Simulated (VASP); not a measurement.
# TiO2 (I4_1/amd) in VASP: notebook

Runs on TiO2. Level: PBE+U. Tasks: relaxation of shape and atoms at fixed volume, single point.

All numbers are computed with VASP 6.6.1; they aren't measurements. Logs are shortened: lines on timing, memory, paths and dates and some standing lists are left out, and cuts for length are marked.

### Step 1. The cell of the first run

It takes space group I4_1/amd (No. 141, tetragonal). The conventional cell has a = 3.735 Å, b = 3.735 Å, c = 9.296 Å, α = 90.00°, β = 90.00°, γ = 90.00°. Ti (site symmetry -4m2) has 6 O at 1.90 to 1.95 Å within 2.5 Å. Within 2.5 Å of O (site symmetry 2mm) lie 3 Ti at 1.90 to 1.95 Å and 2 O at 2.45 Å.

### Step 2. Relaxation of shape and atoms at fixed volume, PBE+U (volume scaled by 0.91)

Input file INCAR:

```
SYSTEM = TiO2
  PREC = Accurate
  ENCUT = 600
  EDIFF = 1E-6
  ISMEAR = 0
  SIGMA = 0.02
  LREAL = .False.
  LASPH = .True.
  NELM = 150
  ALGO = Normal
  ISIF = 4
  LWAVE = .False.
  LCHARG = .False.
  LMAXMIX = 4
  LDAU = .True.
  LDAUTYPE = 2
  LDAUL = 2 -1
  LDAUU = 4 0
  LDAUJ = 0 0
  LDAUPRINT = 1
  GGA = PE
  IBRION = 2
  NSW = 50
  EDIFFG = -0.01
```

Input file KPOINTS:

```
Automatic mesh
0
Gamma
  8 8 8
  0 0 0
```

Input file POSCAR:

```
TiO2
1.0
   -1.8674316571      1.8674316571      4.6479451652
    1.8674316571     -1.8674316571      4.6479451652
    1.8674316571      1.8674316571     -4.6479451652
Ti O
2 4
Direct
    0.0000000000      0.0000000000      0.0000000000
    0.7500000000      0.2500000000      0.5000000000
    0.2101205906      0.2101205906      0.0000000000
    0.9601205906      0.4601205906      0.5000000000
    0.5398794094      0.0398794094      0.5000000000
    0.7898794094      0.7898794094      0.0000000000
```

Potentials or basis: VASP PAW PBE potentials, release 64 (Ti_sv, O).

Command:

```bash
cat potpaw_PBE.64/Ti_sv/POTCAR potpaw_PBE.64/O/POTCAR > POTCAR
mpirun -np 1 vasp_std > vasp.out
```

OUTCAR:

```text
SYSTEM = TiO2
   PREC = Accurate
   ENCUT = 600
   EDIFF = 1E-6
   ISMEAR = 0
   LREAL = .False.
   LASPH = .True.
   NELM = 150
   ISIF = 4
   GGA = PE
   IBRION = 2
   NSW = 50
   EDIFFG = -0.01

 ion  position               nearest neighbor table
   1  0.000  0.000  0.000-   5 1.90   4 1.90   5 1.90   4 1.90   3 1.95   6 1.95
   2  0.750  0.250  0.500-   6 1.90   3 1.90   6 1.90   3 1.90   4 1.95   5 1.95
   3  0.210  0.210  0.000-   2 1.90   2 1.90   1 1.95
   4  0.960  0.460  0.500-   1 1.90   1 1.90   2 1.95
   5  0.540  0.040  0.500-   1 1.90   1 1.90   2 1.95
   6  0.790  0.790  0.000-   2 1.90   2 1.90   1 1.95

  LATTYP: Found a body centered tetragonal cell.
 ALAT       =     3.7348633142
 C/A-ratio  =     2.4889506117

  Lattice vectors:

 A1 = (  -1.8674316571,   1.8674316571,   4.6479451652)
 A2 = (   1.8674316571,  -1.8674316571,   4.6479451652)
 A3 = (   1.8674316571,   1.8674316571,  -4.6479451652)

Analysis of symmetry for initial positions (statically):
=====================================================================
 Subroutine PRICEL returns:
 Original cell was already a primitive cell.

 Routine SETGRP: Setting up the symmetry group for a
 body centered tetragonal supercell.

 Subroutine GETGRP returns: Found 16 space group operations
 (whereof  8 operations were pure point group operations)
 out of a pool of 16 trial point group operations.

The static configuration has the point symmetry D_2d.
 The point group associated with its full space group is D_4h.

Analysis of symmetry for dynamics (positions and initial velocities):
=====================================================================
 Subroutine PRICEL returns:
 Original cell was already a primitive cell.

 Routine SETGRP: Setting up the symmetry group for a
 body centered tetragonal supercell.

 Subroutine GETGRP returns: Found 16 space group operations
 (whereof  8 operations were pure point group operations)
 out of a pool of 16 trial point group operations.

The dynamic configuration has the point symmetry D_2d.
 The point group associated with its full space group is D_4h.

 Subroutine INISYM returns: Found 16 space group operations
 (whereof  8 operations are pure point group operations),
 and found     1 'primitive' translations

----------------------------------------------------------------------------------------

                                     Primitive cell

  volume of cell :      64.8351

  direct lattice vectors                    reciprocal lattice vectors
    -1.867431657  1.867431657  4.647945165     0.000000000  0.267747416  0.107574419
     1.867431657 -1.867431657  4.647945165     0.267747416  0.000000000  0.107574419
     1.867431657  1.867431657 -4.647945165     0.267747416  0.267747416  0.000000000

  length of vectors
     5.345839153  5.345839153  5.345839153     0.288549708  0.288549708  0.378652026

  position of ions in fractional coordinates (direct lattice)
     0.000000000  0.000000000  0.000000000
     0.750000000  0.250000000  0.500000000
     0.210120591  0.210120591  0.000000000
     0.960120591  0.460120591  0.500000000
     0.539879409  0.039879409  0.500000000
     0.789879409  0.789879409  0.000000000

  ion indices of the primitive-cell ions
   primitive index   ion index
                 1           1
                 2           2
                 3           3
                 4           4
                 5           5
                 6           6

----------------------------------------------------------------------------------------

 KPOINTS: Automatic mesh

Automatic generation of k-mesh.
 Grid dimensions read from file:
 generate k-points for:    8    8    8

[... 75 lines left out ...]
   NUPDOWN=      -1.0000    fix difference up-down
   EMIN   =  10.00;   EMAX   =-10.00  energy-range for DOS
   EFERMI =   0.00;   METHOD = LEGACY
   ISMEAR =     0;   SIGMA  =   0.02  broadening in eV -4-tet -1-fermi 0-gaus
   EFERMI_NEDOS =   21; number of points for ismear=-14 and -15
   IALGO  =     38    algorithm
   IMIX   =      4    mixing-type and parameters
     AMIX     =   0.40;   BMIX     =  1.00
     AMIX_MAG =   1.60;   BMIX_MAG =  1.00
  volume/ion in A,a.u.               =      10.81        72.92
  Fermi-wavevector in a.u.,A,eV,Ry     =   1.480989  2.798663 29.842036  2.193328
  Thomas-Fermi vector in A             =   2.594955
   LORBIT       =      0    0 simple, 1 ext, 2 COOP (PROOUT), +10 PAW based schemes
 LDA+U is selected, type is set to LDAUTYPE =  2
   angular momentum for each species LDAUL =     2   -1
   U (eV)           for each species LDAUU =   4.0  0.0
   J (eV)           for each species LDAUJ =   0.0  0.0
   GGA     = PE    functional components
   LHFCALC =     F    Hartree Fock is set to
   AEXX    =    0.0000 exact exchange contribution
   IVDW    =     0    specifies the selected vdW correction
   LEPSILON=     F    determine dielectric tensor
   LRPA    =     F    only Hartree local field effects (RPA)
 conjugate gradient relaxation of ions
 non-spin polarized calculation
 Gauss-broadening in eV      SIGMA  =   0.02
  energy-cutoff  :      600.00
  volume of cell :       64.84
 maximum number of plane-waves:      2198
 NGX is ok and might be reduce to    48
   NGX = 21   NGY = 21   NGZ = 21

--------------------------------------- Ionic step        1  -------------------------------------------

 number of electron      48.0000000 magnetization

 Free energy of the ion-electron system (eV)
  ---------------------------------------------------
  ext. energy  EPLUGINS =         0.00000000
  ---------------------------------------------------
  free energy    TOTEN  =       -47.98487177 eV

  energy without entropy =      -47.98487177  energy(sigma->0) =      -47.98487177

------------------------ aborting loop because EDIFF is reached ----------------------------------------

  FORCE on cell =-STRESS in cart. coord.  units (eV):
  Direction    XX          YY          ZZ          XY          YZ          ZX
  --------------------------------------------------------------------------------------
  -------------------------------------------------------------------------------------
  Total       10.5151484     10.5151484     10.1144046      0.0000000     -0.0000000      0.0000000
  in kB      259.8457196    259.8457196    249.9427161      0.0000000     -0.0000000      0.0000000
  external PRESSURE =     256.5447184 kB  Pullay stress =       0.0000000 kB
[... 181 lines left out ...]
  FREE ENERGIE OF THE ION-ELECTRON SYSTEM (eV)
  ---------------------------------------------------
  free  energy   TOTEN  =       -48.0428547627 eV

  energy  without entropy=      -48.0428547627  energy(sigma->0) =      -48.04285476

atom =   1  type =  1  l = 2

 onsite density matrix

spin component  1

  0.1092 -0.0000  0.0000  0.0000 -0.0000
 -0.0000  0.1039  0.0000 -0.0000  0.0000
  0.0000  0.0000  0.2650  0.0000 -0.0000
  0.0000 -0.0000  0.0000  0.1039 -0.0000
 -0.0000  0.0000 -0.0000 -0.0000  0.2599

spin component  2

  0.1092 -0.0000  0.0000  0.0000 -0.0000
 -0.0000  0.1039  0.0000 -0.0000  0.0000
  0.0000  0.0000  0.2650  0.0000 -0.0000
  0.0000 -0.0000  0.0000  0.1039 -0.0000
 -0.0000  0.0000 -0.0000 -0.0000  0.2599

 occupancies and eigenvectors

  o =  0.1039  v =  0.0000 -0.3200 -0.0000  0.9474 -0.0000  0.0000  0.0000  0.0000  0.0000  0.0000      0.0000  0.0000  0.0000  0.0000  0.0000  0.0000  0.0000  0.0000  0.0000  0.0000
  o =  0.1039  v =  0.0000  0.0000  0.0000  0.0000  0.0000  0.0000 -0.3200 -0.0000  0.9474 -0.0000      0.0000  0.0000  0.0000  0.0000  0.0000  0.0000  0.0000  0.0000  0.0000  0.0000
  o =  0.1039  v =  0.0000 -0.9474  0.0000 -0.3200 -0.0000  0.0000  0.0000  0.0000  0.0000  0.0000      0.0000  0.0000  0.0000  0.0000  0.0000  0.0000  0.0000  0.0000  0.0000  0.0000
  o =  0.1039  v =  0.0000  0.0000  0.0000  0.0000  0.0000  0.0000 -0.9474  0.0000 -0.3200 -0.0000      0.0000  0.0000  0.0000  0.0000  0.0000  0.0000  0.0000  0.0000  0.0000  0.0000
  o =  0.1092  v =  0.0000  0.0000  0.0000  0.0000  0.0000  1.0000  0.0000  0.0000  0.0000  0.0000      0.0000  0.0000  0.0000  0.0000  0.0000  0.0000  0.0000  0.0000  0.0000  0.0000
  o =  0.1092  v =  1.0000  0.0000  0.0000  0.0000  0.0000  0.0000  0.0000  0.0000  0.0000  0.0000      0.0000  0.0000  0.0000  0.0000  0.0000  0.0000  0.0000  0.0000  0.0000  0.0000
  o =  0.2599  v =  0.0000  0.0000  0.0000  0.0000  0.0000  0.0000 -0.0000  0.0000 -0.0000  1.0000      0.0000  0.0000  0.0000  0.0000  0.0000  0.0000  0.0000  0.0000  0.0000  0.0000
  o =  0.2599  v =  0.0000 -0.0000  0.0000 -0.0000  1.0000  0.0000  0.0000  0.0000  0.0000  0.0000      0.0000  0.0000  0.0000  0.0000  0.0000  0.0000  0.0000  0.0000  0.0000  0.0000
  o =  0.2650  v =  0.0000  0.0000  1.0000  0.0000 -0.0000  0.0000  0.0000  0.0000  0.0000  0.0000      0.0000  0.0000  0.0000  0.0000  0.0000  0.0000  0.0000  0.0000  0.0000  0.0000
  o =  0.2650  v =  0.0000  0.0000  0.0000  0.0000  0.0000  0.0000  0.0000  1.0000  0.0000 -0.0000      0.0000  0.0000  0.0000  0.0000  0.0000  0.0000  0.0000  0.0000  0.0000  0.0000

atom =   2  type =  1  l = 2

 onsite density matrix

spin component  1

  0.1092 -0.0000  0.0000 -0.0000 -0.0000
 -0.0000  0.1039  0.0000 -0.0000  0.0000
  0.0000  0.0000  0.2650  0.0000 -0.0000
 -0.0000 -0.0000  0.0000  0.1039 -0.0000
 -0.0000  0.0000 -0.0000 -0.0000  0.2599

spin component  2

  0.1092 -0.0000  0.0000 -0.0000 -0.0000
 -0.0000  0.1039  0.0000 -0.0000  0.0000
  0.0000  0.0000  0.2650  0.0000 -0.0000
 -0.0000 -0.0000  0.0000  0.1039 -0.0000
 -0.0000  0.0000 -0.0000 -0.0000  0.2599

 occupancies and eigenvectors

  o =  0.1039  v =  0.0000 -0.6228 -0.0000 -0.7824 -0.0000  0.0000  0.0000  0.0000  0.0000  0.0000      0.0000  0.0000  0.0000  0.0000  0.0000  0.0000  0.0000  0.0000  0.0000  0.0000
  o =  0.1039  v =  0.0000  0.0000  0.0000  0.0000  0.0000  0.0000 -0.6228 -0.0000 -0.7824 -0.0000      0.0000  0.0000  0.0000  0.0000  0.0000  0.0000  0.0000  0.0000  0.0000  0.0000
  o =  0.1039  v =  0.0000 -0.7824  0.0000  0.6228  0.0000  0.0000  0.0000  0.0000  0.0000  0.0000      0.0000  0.0000  0.0000  0.0000  0.0000  0.0000  0.0000  0.0000  0.0000  0.0000
  o =  0.1039  v =  0.0000  0.0000  0.0000  0.0000  0.0000  0.0000 -0.7824  0.0000  0.6228  0.0000      0.0000  0.0000  0.0000  0.0000  0.0000  0.0000  0.0000  0.0000  0.0000  0.0000
  o =  0.1092  v =  0.0000  0.0000  0.0000  0.0000  0.0000  1.0000  0.0000  0.0000  0.0000  0.0000      0.0000  0.0000  0.0000  0.0000  0.0000  0.0000  0.0000  0.0000  0.0000  0.0000
  o =  0.1092  v =  1.0000  0.0000  0.0000  0.0000  0.0000  0.0000  0.0000  0.0000  0.0000  0.0000      0.0000  0.0000  0.0000  0.0000  0.0000  0.0000  0.0000  0.0000  0.0000  0.0000
  o =  0.2599  v =  0.0000  0.0000  0.0000  0.0000  0.0000  0.0000  0.0000  0.0000  0.0000 -1.0000      0.0000  0.0000  0.0000  0.0000  0.0000  0.0000  0.0000  0.0000  0.0000  0.0000
  o =  0.2599  v =  0.0000  0.0000  0.0000  0.0000 -1.0000  0.0000  0.0000  0.0000  0.0000  0.0000      0.0000  0.0000  0.0000  0.0000  0.0000  0.0000  0.0000  0.0000  0.0000  0.0000
  o =  0.2650  v =  0.0000  0.0000  1.0000  0.0000  0.0000  0.0000  0.0000  0.0000  0.0000  0.0000      0.0000  0.0000  0.0000  0.0000  0.0000  0.0000  0.0000  0.0000  0.0000  0.0000
  o =  0.2650  v =  0.0000  0.0000  0.0000  0.0000  0.0000  0.0000  0.0000  1.0000  0.0000  0.0000      0.0000  0.0000  0.0000  0.0000  0.0000  0.0000  0.0000  0.0000  0.0000  0.0000

--------------------------------------- Ionic step        6  -------------------------------------------

 number of electron      47.9999999 magnetization

 Free energy of the ion-electron system (eV)
  ---------------------------------------------------
  ext. energy  EPLUGINS =         0.00000000
  ---------------------------------------------------
  free energy    TOTEN  =       -48.04328753 eV

  energy without entropy =      -48.04328753  energy(sigma->0) =      -48.04328753

 E-fermi :   4.4020     XC(G=0): -11.0536

 val. band max:        4.2241654521   @ k =   0.5000   0.5000   0.0000
 cond. band min:       6.6755322721   @ k =   0.0000   0.0000   0.0000
 fundamental gap:      2.4513668200
 Fermi energy:         4.4019922346

 k-point     1 :       0.0000    0.0000    0.0000
  band No.  band energies     occupation
      1     -53.1853      2.00000
      2     -53.1030      2.00000
      3     -29.6411      2.00000
      4     -29.3909      2.00000
      5     -29.3909      2.00000
      6     -29.2946      2.00000
[... 733 lines left out ...]
     27       8.4483      0.00000
     28       8.6285      0.00000

 [... further k-points ...]

------------------------ aborting loop because EDIFF is reached ----------------------------------------

  FORCE on cell =-STRESS in cart. coord.  units (eV):
  Direction    XX          YY          ZZ          XY          YZ          ZX
  --------------------------------------------------------------------------------------
  -------------------------------------------------------------------------------------
  Total        8.5198788      8.5198788      8.5100571      0.0000000     -0.0000000      0.0000000
  in kB      210.5394961    210.5394961    210.2967873      0.0000000     -0.0000000      0.0000000
  external PRESSURE =     210.4585931 kB  Pullay stress =       0.0000000 kB
[... 21 lines left out ...]
  FREE ENERGIE OF THE ION-ELECTRON SYSTEM (eV)
  ---------------------------------------------------
  free  energy   TOTEN  =       -48.0432875336 eV

  energy  without entropy=      -48.0432875336  energy(sigma->0) =      -48.04328753

 reached required accuracy - stopping structural energy minimisation
```

Run time: 19 min. Hardware: 1 thread of Intel Xeon 6975P-C, shared host; peak memory 0.39 GiB.

Results:

```
Free energy                  : -48.0433 eV
Energy gained by relaxing    : 9.7 meV/atom
Ionic steps                  : 6
Pressure after relaxing      : 21.0 GPa
Largest force after relaxing : 0.005 eV/Å
Band gap on the k mesh       : 2.45 eV, indirect (least direct gap 3.04 eV)
```

Forces in eV/Å, atoms in the order of the input:
```
Ti   0.000  0.000  0.000
Ti   0.000  0.000  0.000
O    0.000  0.000 -0.005
O    0.000  0.000 -0.005
O    0.000  0.000  0.005
O    0.000  0.000  0.005
```

Step by step:
```csv
step,energy change (eV),largest force (eV/Å),pressure (GPa),volume (Å³)
1,0.0000,0.3946,25.65,64.84
2,-0.0214,0.1069,24.40,64.84
3,-0.0256,0.0810,23.55,64.84
4,-0.0384,0.0660,22.99,64.84
5,-0.0580,0.0134,21.35,64.84
6,-0.0584,0.0045,21.05,64.84
```

Final structure:
```xyz
6
Lattice="-1.8956 1.8956 4.5109 1.8956 -1.8956 4.5109 1.8956 1.8956 -4.5109" Properties=species:S:1:pos:R:3 pbc="T T T"
Ti    1.8956    1.8956    4.5109
Ti    0.0000    1.8956    2.2554
O     0.0000    0.0000    1.9605
O     0.0000    1.8956    4.2159
O     0.0000    1.8956    0.2949
O     0.0000    0.0000    7.0612
```

Eigenvalues of the final occupation matrices:
```csv
site,spin,trace,eigenvalues
site 1 d,1,0.84,0.10 0.10 0.11 0.26 0.27
site 1 d,2,0.84,0.10 0.10 0.11 0.26 0.27
site 2 d,1,0.84,0.10 0.10 0.11 0.26 0.27
site 2 d,2,0.84,0.10 0.10 0.11 0.26 0.27
```

Caveat: the cell differs from its parent crystal (volume scaled by 0.91).

### Step 3. Single point, PBE+U (volume scaled by 0.88, then relaxed in part)

Input file INCAR:

```
PREC = Accurate
ENCUT = 520
EDIFF = 1E-6
ISMEAR = 0
SIGMA = 0.02
LREAL = False
LASPH = True
NELM = 150
ALGO = Normal
ISIF = 2
LWAVE = False
LCHARG = False
LMAXMIX = 4
LDAU = True
LDAUTYPE = 2
LDAUL = 2 -1
LDAUU = 4 0
LDAUJ = 0 0
LDAUPRINT = 1
GGA = PE
NBANDS = 33
```

Input file KPOINTS:

```
regular mesh
0
Gamma
  8 8 8
```

Input file POSCAR:

```
TiO2
1.0
   -1.8731785136      1.8731785136      4.4671791962
    1.8731785136     -1.8731785136      4.4671791962
    1.8731785136      1.8731785136     -4.4671791962
Ti O
2 4
Direct
    0.0000000000      0.0000000000      0.0000000000
    0.7500000000      0.2500000000      0.5000000000
    0.2172990208      0.2172990208      0.0000000000
    0.9672990208      0.4672990208      0.5000000000
    0.5327009792      0.0327009792      0.5000000000
    0.7827009792      0.7827009792      0.0000000000
```

Potentials or basis: VASP PAW PBE potentials, release 64 (Ti_sv, O).

Command:

```bash
cat potpaw_PBE.64/Ti_sv/POTCAR potpaw_PBE.64/O/POTCAR > POTCAR
mpirun -np 1 vasp_std > vasp.out
```

It took 1.9 min on 1 thread of AMD EPYC 9R45 (Zen 5), shared host; peak memory 0.25 GiB.

Results (log left out):

- Free energy: -47.6784 eV
- Pressure: 31.7 GPa
- Largest force: 0.215 eV/Å
- Band gap on the k mesh: 2.52 eV, indirect (least direct gap 3.12 eV)

Forces in eV/Å, atoms in the order of the input:
```
Ti   0.000  0.000  0.000
Ti   0.000  0.000  0.000
O    0.000  0.000  0.215
O    0.000  0.000  0.215
O    0.000  0.000 -0.215
O    0.000  0.000 -0.215
```

Stress tensor (GPa, compression positive):
```
32.00  0.00  0.00
 0.00 32.00  0.00
 0.00  0.00 31.00
```

Levels at points of the mesh, in eV from the valence-band top:
```tsv
k point	band 21	band 22	band 23	band 24	band 25	band 26	band 27	band 28
(0.00, 0.00, 0.00)	-0.75	-0.75	-0.73	-0.73	2.52	3.59	4.16	4.16
(0.50, 0.00, 0.00)	-2.20	-1.24	-1.09	-0.75	3.83	3.92	4.24	4.56
(0.50, 0.50, 0.00)	-2.45	-2.45	0.00	0.00	4.27	4.27	4.65	4.65
(0.50, 0.50, 0.50)	-1.52	-1.52	-0.39	-0.39	3.03	3.03	4.12	4.12
```

Eigenvalues of the final occupation matrices:
```tsv
site	spin	trace	eigenvalues
site 1 d	1	0.87	0.11 0.11 0.11 0.27 0.27
site 1 d	2	0.87	0.11 0.11 0.11 0.27 0.27
site 2 d	1	0.87	0.11 0.11 0.11 0.27 0.27
site 2 d	2	0.87	0.11 0.11 0.11 0.27 0.27
```

Caveat: the cell differs from its parent crystal (volume scaled by 0.88, then relaxed in part).

[end of part 1 of 2]
